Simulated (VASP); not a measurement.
Runs of VASP 6.6.1 on MgB2. The structure is that of space group P6/mmm (No. 191), or close to it. The cells are those of the table. 

```tsv
task	potentials or basis	cell	k mesh	cutoff (eV)	mended	gap on the mesh (eV)	pressure (GPa)
single point	VASP PAW PBE potentials, release 64 (Mg_sv, B)	a = 3.119, b = 3.119, c = 3.500 Å, angles 90.0, 90.0, 120.0°, 3 atoms	15 × 15 × 12	750	yes	none	-4.2
single point	VASP PAW PBE potentials, release 64 (Mg_sv, B)	a = 3.027, b = 3.027, c = 3.564 Å, angles 90.0, 90.0, 120.0°, 3 atoms	15 × 15 × 12	750	yes	none	4.2
single point	VASP PAW PBE potentials, release 64 (Mg_sv, B)	a = 2.934, b = 2.934, c = 3.627 Å, angles 90.0, 90.0, 120.0°, 3 atoms	15 × 15 × 12	750	yes	none	14.9
relaxation of cell and atoms	VASP PAW PBE potentials, release 64 (Mg, B)	relaxed from a = 3.063, b = 3.063, c = 3.521 Å, angles 90.0, 90.0, 120.0°, 3 atoms	18 × 18 × 12	600	-	none	0.0
single point	VASP PAW PBE potentials, release 64 (Mg_sv, B)	a = 2.981, b = 2.981, c = 3.595 Å, angles 90.0, 90.0, 120.0°, 3 atoms	15 × 15 × 12	750	yes	none	(a)
```

Alike in all rows: level PBE; no spin polarisation; smearing gaussian 0.1 eV.

Question: Estimate the missing entries.

Answer: (a) 9.2.

Caveats: the cell stands under pressure (at least some runs); the cell stands under tension (at least some runs).

A gap of «none» marks levels without a gap at the run's occupations.

The runs don't all hold the same shells in valence.
